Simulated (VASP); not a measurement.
# W (Fm-3m) in VASP: notebook

Runs on W. Level: PBEsol. Tasks: single point.

All numbers are computed with VASP 6.6.1; they aren't measurements. Logs are shortened: lines on timing, memory, paths and dates and some standing lists are left out, and cuts for length are marked.

**1. The cell of the first run**

It takes space group Fm-3m (No. 225, cubic). Conventional cell: a = 4.060 Å, b = 4.060 Å, c = 4.060 Å, α = 90.00°, β = 90.00°, γ = 90.00°. Within 3.8 Å of W (site symmetry m-3m) lie 12 W at 2.87 Å.

**2. Single point, PBEsol**

INCAR

```
PREC     = Accurate       # precision mode
ENCUT    = 520            # plane-wave cutoff, eV
EDIFF    = 1E-6           # SCF threshold, eV
ISMEAR   = -1             # smearing method
SIGMA    = 0.5            # smearing width, eV
LREAL    = F              # projectors in reciprocal space
LASPH    = T              # aspherical terms in the spheres
NELM     = 80             # most SCF steps
ALGO     = Normal         # electronic algorithm
ISIF     = 2              # what is computed and relaxed
LWAVE    = F              # write WAVECAR
LCHARG   = T              # write CHGCAR
GGA      = PS             # functional
LELF     = T              # ELF
LVHAR    = T            
NBANDS   = 13             # bands
```

KPOINTS

```
Automatic mesh
0
Gamma
  14 14 14
```

POSCAR

```
W
1.0
    0.0000000000      2.0300000000      2.0300000000
    2.0300000000      0.0000000000      2.0300000000
    2.0300000000      2.0300000000      0.0000000000
W
1
Direct
    0.0000000000      0.0000000000      0.0000000000
```

Potentials or basis: VASP PAW PBE potentials, release 64 (W_sv).

Command:

```
$ cat potpaw_PBE.64/W_sv/POTCAR > POTCAR
$ mpirun -np 1 vasp_std > vasp.out
```

OUTCAR:

```text
PREC = Accurate
   ENCUT = 520
   EDIFF = 1E-6
   ISMEAR = -1
   LREAL = F
   LASPH = T
   NELM = 80
   ISIF = 2
   GGA = PS

 ion  position               nearest neighbor table
   1  0.000  0.000  0.000-

  LATTYP: Found a face centered cubic cell.
 ALAT       =     4.0600000000

  Lattice vectors:

 A1 = (   0.0000000000,   2.0300000000,   2.0300000000)
 A2 = (   2.0300000000,   0.0000000000,   2.0300000000)
 A3 = (   2.0300000000,   2.0300000000,   0.0000000000)

Analysis of symmetry for initial positions (statically):
=====================================================================
 Subroutine PRICEL returns:
 Original cell was already a primitive cell.

 Routine SETGRP: Setting up the symmetry group for a
 face centered cubic supercell.

 Subroutine GETGRP returns: Found 48 space group operations
 (whereof 48 operations were pure point group operations)
 out of a pool of 48 trial point group operations.

The static configuration has the point symmetry O_h .

Analysis of symmetry for dynamics (positions and initial velocities):
=====================================================================
 Subroutine PRICEL returns:
 Original cell was already a primitive cell.

 Routine SETGRP: Setting up the symmetry group for a
 face centered cubic supercell.

 Subroutine GETGRP returns: Found 48 space group operations
 (whereof 48 operations were pure point group operations)
 out of a pool of 48 trial point group operations.

The dynamic configuration has the point symmetry O_h .

 Subroutine INISYM returns: Found 48 space group operations
 (whereof 48 operations are pure point group operations),
 and found     1 'primitive' translations

----------------------------------------------------------------------------------------

                                     Primitive cell

  volume of cell :      16.7309

  direct lattice vectors                    reciprocal lattice vectors
     0.000000000  2.030000000  2.030000000    -0.246305419  0.246305419  0.246305419
     2.030000000  0.000000000  2.030000000     0.246305419 -0.246305419  0.246305419
     2.030000000  2.030000000  0.000000000     0.246305419  0.246305419 -0.246305419

  length of vectors
     2.870853532  2.870853532  2.870853532     0.426613499  0.426613499  0.426613499

  position of ions in fractional coordinates (direct lattice)
     0.000000000  0.000000000  0.000000000

  ion indices of the primitive-cell ions
   primitive index   ion index
                 1           1

----------------------------------------------------------------------------------------

 KPOINTS: Automatic mesh

Automatic generation of k-mesh.
 Grid dimensions read from file:
 generate k-points for:   14   14   14

 Generating k-lattice:

  Cartesian coordinates                     Fractional coordinates (reciprocal lattice)
    -0.017593244  0.017593244  0.017593244     0.071428571  0.000000000  0.000000000
     0.017593244 -0.017593244  0.017593244     0.000000000  0.071428571  0.000000000
     0.017593244  0.017593244 -0.017593244     0.000000000  0.000000000  0.071428571

  Length of vectors
     0.030472393  0.030472393  0.030472393

  Shift w.r.t. Gamma in fractional coordinates (k-lattice)
     0.000000000  0.000000000  0.000000000

 Subroutine IBZKPT returns following result:
 ===========================================

 Found    104 irreducible k-points:

 Following reciprocal coordinates:
            Coordinates               Weight
  0.000000  0.000000  0.000000      1.000000
  0.071429  0.000000  0.000000      8.000000
  0.142857  0.000000  0.000000      8.000000
  0.214286  0.000000  0.000000      8.000000
  0.285714  0.000000  0.000000      8.000000
  0.357143  0.000000  0.000000      8.000000
[... 16 lines left out ...]
  0.214286  0.142857  0.000000     24.000000
  0.285714  0.142857  0.000000     24.000000
 [... further k-points ...]
   k-points           NKPTS =    104   k-points in BZ     NKDIM =    104   number of bands    NBANDS=     13
   number of dos      NEDOS =    301   number of ions     NIONS =      1
   total plane-waves  NPLWV =  13824
   dimension x,y,z NGX =    24 NGY =   24 NGZ =   24
   dimension x,y,z NGXF=    48 NGYF=   48 NGZF=   48
   ions per type =               1
   NGX,Y,Z   is equivalent  to a cutoff of  13.90, 13.90, 13.90 a.u.
   NGXF,Y,Z  is equivalent  to a cutoff of  27.80, 27.80, 27.80 a.u.
 SYSTEM =  unknown system
   PREC   = accura    normal or accurate (medium, high low for compatibility)
   ISTART =      0    job   : 0-new  1-cont  2-samecut
   ICHARG =      2    charge: 1-file 2-atom 10-const
   ISPIN  =      1    spin polarized calculation?
   LNONCOLLINEAR =      F non collinear calculations
   LSORBIT =      F    spin-orbit coupling
   LASPH  =      T    aspherical Exc in radial PAW
   ENCUT  =  520.0 eV  38.22 Ry    6.18 a.u.   5.34  5.34  5.34*2*pi/ulx,y,z
   NELM   =     80;   NELMIN=  2; NELMDL= -5     # of ELM steps
   EDIFF  = 0.1E-05   stopping-criterion for ELM
   LREAL  =      F    real-space projection
   EDIFFG = 0.1E-04   stopping-criterion for IOM
   NSW    =      0    number of steps for IOM
   IBRION =     -1    ionic relax: 0-MD 1-quasi-New 2-CG
   NFREE  =      0    steps in history (QN), initial steepest desc. (CG)
   ISIF   =      2    stress and relaxation
   ISYM   =      2    0-nonsym 1-usesym 2-fastsym
   POTIM  = 0.5000    time-step for ionic-motion
   TEBEG  =    0.0;   TEEND  =   0.0 temperature during run
   PSTRESS=    0.0 pullay stress
   NELECT =      14.0000    total number of electrons
   NUPDOWN=      -1.0000    fix difference up-down
   EMIN   =  10.00;   EMAX   =-10.00  energy-range for DOS
   EFERMI =   0.00;   METHOD = LEGACY
   ISMEAR =    -1;   SIGMA  =   0.50  broadening in eV -4-tet -1-fermi 0-gaus
   EFERMI_NEDOS =   21; number of points for ismear=-14 and -15
   IALGO  =     38    algorithm
   IMIX   =      4    mixing-type and parameters
     AMIX     =   0.40;   BMIX     =  1.00
     AMIX_MAG =   1.60;   BMIX_MAG =  1.00
  volume/ion in A,a.u.               =      16.73       112.91
  Fermi-wavevector in a.u.,A,eV,Ry     =   1.542688  2.915258 32.380324  2.379887
  Thomas-Fermi vector in A             =   2.648457
   LORBIT       =      0    0 simple, 1 ext, 2 COOP (PROOUT), +10 PAW based schemes
   GGA     = PS    functional components
   LHFCALC =     F    Hartree Fock is set to
   AEXX    =    0.0000 exact exchange contribution
   IVDW    =     0    specifies the selected vdW correction
   LEPSILON=     F    determine dielectric tensor
   LRPA    =     F    only Hartree local field effects (RPA)
 non-spin polarized calculation
  energy-cutoff  :      520.00
  volume of cell :       16.73
 maximum number of plane-waves:       464
 NGX is ok and might be reduce to    24
   NGX = 11   NGY = 11   NGZ = 11

 number of electron      14.0000002 magnetization

 Free energy of the ion-electron system (eV)
  ---------------------------------------------------
  ext. energy  EPLUGINS =         0.00000000
  ---------------------------------------------------
  free energy    TOTEN  =       -13.73868395 eV

  energy without entropy =      -12.85994134  energy(sigma->0) =      -13.29931264

 E-fermi :  10.1965     XC(G=0): -13.4428

 val. band max:       10.1580541017   @ k =  -0.2143   0.0714   0.0000
 cond. band min:      10.1991657494   @ k =  -0.4286   0.0714   0.0000
 fundamental gap:      0.0411116476
 Fermi energy:        10.1964756008

 k-point     1 :       0.0000    0.0000    0.0000
  band No.  band energies     occupation
      1     -63.5465      2.00000
      2     -27.2049      2.00000
      3     -27.2049      2.00000
      4     -27.2049      2.00000
      5       1.1498      2.00000
      6       9.5388      1.57684
      7       9.5388      1.57684
      8       9.5388      1.57684
      9      12.5822      0.01680
     10      12.5822      0.01680
     11      22.8414      0.00000
     12      27.9440      0.00000
     13      27.9440      0.00000

 k-point     2 :       0.0714    0.0000    0.0000
  band No.  band energies     occupation
      1     -63.5416      2.00000
      2     -27.2621      2.00000
      3     -27.2122      2.00000
      4     -27.2122      2.00000
      5       1.3689      2.00000
      6       9.3712      1.67793
      7       9.6404      1.50509
      8       9.6404      1.50509
      9      12.4910      0.02012
     10      12.4910      0.02012
     11      23.2790      0.00000
     12      27.0228      0.00000
     13      28.3545      0.00000

 k-point     3 :       0.1429    0.0000    0.0000
  band No.  band energies     occupation
      1     -63.5281      2.00000
      2     -27.4201      2.00000
      3     -27.2328      2.00000
      4     -27.2328      2.00000
      5       1.9874      2.00000
      6       8.9783      1.83911
      7       9.8741      1.31168
      8       9.8741      1.31168
      9      12.3347      0.02740
     10      12.3347      0.02740
     11      24.2841      0.00000
     12      25.6337      0.00000
     13      29.5209      0.00000

 k-point     4 :       0.2143    0.0000    0.0000
  band No.  band energies     occupation
      1     -63.5085      2.00000
      2     -27.6430      2.00000
      3     -27.2622      2.00000
      4     -27.2622      2.00000
      5       2.8739      2.00000
      6       8.6171      1.91850
      7      10.0069      1.18733
      8      10.0069      1.18733
      9      12.4371      0.02239
     10      12.4371      0.02239
     11      23.6573      0.00000
     12      26.2645      0.00000
     13      31.2868      0.00000

 k-point     5 :       0.2857    0.0000    0.0000
  band No.  band energies     occupation
      1     -63.4867      2.00000
      2     -27.8834      2.00000
      3     -27.2947      2.00000
      4     -27.2947      2.00000
      5       3.7629      1.99999
      6       8.6085      1.91984
      7       9.8654      1.31952
      8       9.8654      1.31952
      9      13.0230      0.00699
     10      13.0230      0.00699
     11      22.4491      0.00000
     12      26.4965      0.00000
     13      32.6176      0.00000
[... 257 lines left out ...]
 k-point    22 :       0.1429    0.1429    0.0000
  band No.  band energies     occupation
      1     -63.5221      2.00000
      2     -27.4138      2.00000
      3     -27.2804      2.00000
      4     -27.2804      2.00000
      5       2.2709      2.00000
      6       8.5350      1.93041
      7      10.2340      0.96248
      8      10.2340      0.96248
      9      11.3266      0.18894
     10      12.9641      0.00786
     11      25.0396      0.00000
     12      26.8119      0.00000
     13      28.6118      0.00000

 k-point    23 :       0.2143    0.1429    0.0000
  band No.  band energies     occupation
      1     -63.5074      2.00000
      2     -27.5585      2.00000
      3     -27.3177      2.00000
      4     -27.3088      2.00000
      5       2.9528      2.00000
      6       8.1226      1.96889
      7      10.2893      0.90747
      8      10.5592      0.65243
      9      11.2029      0.23572
     10      13.1730      0.00518
     11      25.8278      0.00000
     12      26.3961      0.00000
     13      29.0769      0.00000

 k-point    24 :       0.2857    0.1429    0.0000
  band No.  band energies     occupation
      1     -63.4884      2.00000
      2     -27.7557      2.00000
      3     -27.3543      2.00000
      4     -27.3432      2.00000
      5       3.8379      1.99999
      6       7.8409      1.98217
      7       9.7301      1.43526
      8      10.6731      0.55644
      9      12.0117      0.05164
     10      13.6138      0.00215
     11      24.5533      0.00000
     12      27.4692      0.00000
     13      29.6196      0.00000

 [... further k-points ...]
[... 5 lines left out ...]
  --------------------------------------------------------------------------------------
  -------------------------------------------------------------------------------------
  Total       -0.8249343     -0.8249343     -0.8249343      0.0000000      0.0000000     -0.0000000
  in kB      -78.9972281    -78.9972281    -78.9972281      0.0000000      0.0000000     -0.0000000
  external PRESSURE =     -78.9972281 kB  Pullay stress =       0.0000000 kB

 VOLUME and BASIS-vectors are now :
 -----------------------------------------------------------------------------
  energy-cutoff  :      520.00
  volume of cell :       16.73
      direct lattice vectors                 reciprocal lattice vectors
     0.000000000  2.030000000  2.030000000    -0.246305419  0.246305419  0.246305419
     2.030000000  0.000000000  2.030000000     0.246305419 -0.246305419  0.246305419
     2.030000000  2.030000000  0.000000000     0.246305419  0.246305419 -0.246305419

 POSITION                                       TOTAL-FORCE (eV/Angst)
 -----------------------------------------------------------------------------------
      0.00000      0.00000      0.00000         0.000000      0.000000      0.000000
 -----------------------------------------------------------------------------------
    total drift:                               -0.000000     -0.000000     -0.000000

  FREE ENERGIE OF THE ION-ELECTRON SYSTEM (eV)
  ---------------------------------------------------
  free  energy   TOTEN  =       -13.7386839454 eV

  energy  without entropy=      -12.8599413362  energy(sigma->0) =      -13.29931264
```

It took 12 s on 1 thread of Intel Xeon 6975P-C, shared host; peak memory 0.15 GiB.

What came out:

| Item | Value |
| --- | --- |
| Free energy | -13.7387 eV |
| Pressure | -7.9 GPa |
| Band gap on the k mesh | zero (band 7 reaches 13.01 eV, above the bottom of band 8 at 9.54 eV) |

Caveat: the PAW data sets were made with another functional, which shifts forces and pressure a little; spin-orbit coupling is left out, which moves the levels of the heavy elements.

(Part 1 of 2 ends here.)
